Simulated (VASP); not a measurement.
Runs of VASP 6.6.1 on ZrH. The structure is that of space group P4_2/mmc (No. 131), or close to it. The cells are those of the table. 

```tsv
task	cell	cutoff (eV)	smearing	gap on the mesh (eV)	pressure (GPa)	relaxed volume (Å³/atom)
relaxation of shape and atoms at fixed volume	relaxed from a = 3.170, b = 3.170, c = 4.962 Å, 4 atoms	600	fermi-dirac 0.15 eV	none	2.6	-
relaxation of cell and atoms	relaxed from a = 3.190, b = 3.190, c = 4.991 Å, 4 atoms	600	fermi-dirac 0.15 eV	none	0.0	12.73
relaxation of cell and atoms	relaxed from a = 3.243, b = 3.243, c = 4.948 Å, 4 atoms	600	gaussian 0.1 eV	none	0.0	12.71
single point	a = 3.217, b = 3.217, c = 5.016 Å, 4 atoms	520	fermi-dirac 0.15 eV	none	(a)	-
single point	a = 3.166, b = 3.166, c = 4.975 Å, 4 atoms	520	fermi-dirac 0.15 eV	none	2.6	-
single point	a = 3.191, b = 3.191, c = 4.996 Å, 4 atoms	520	fermi-dirac 0.15 eV	none	0.0	-
single point	a = 3.190, b = 3.190, c = 4.991 Å, 4 atoms	520	gaussian 0.1 eV	none	0.1	-
```

Alike in all rows: level PBEsol; potentials or basis VASP PAW PBE potentials, release 64 (Zr_sv, H); no spin polarisation; k mesh 14 × 14 × 8.

Question: Fill in the values left out.

Answer: (a) -2.3.

Caveats: the PAW data sets were made with another functional, which shifts forces and pressure a little.

A k mesh can miss the band edges, and the runs leave out spin-orbit coupling on Zr.

A gap of «none» marks levels without a gap at the run's occupations.
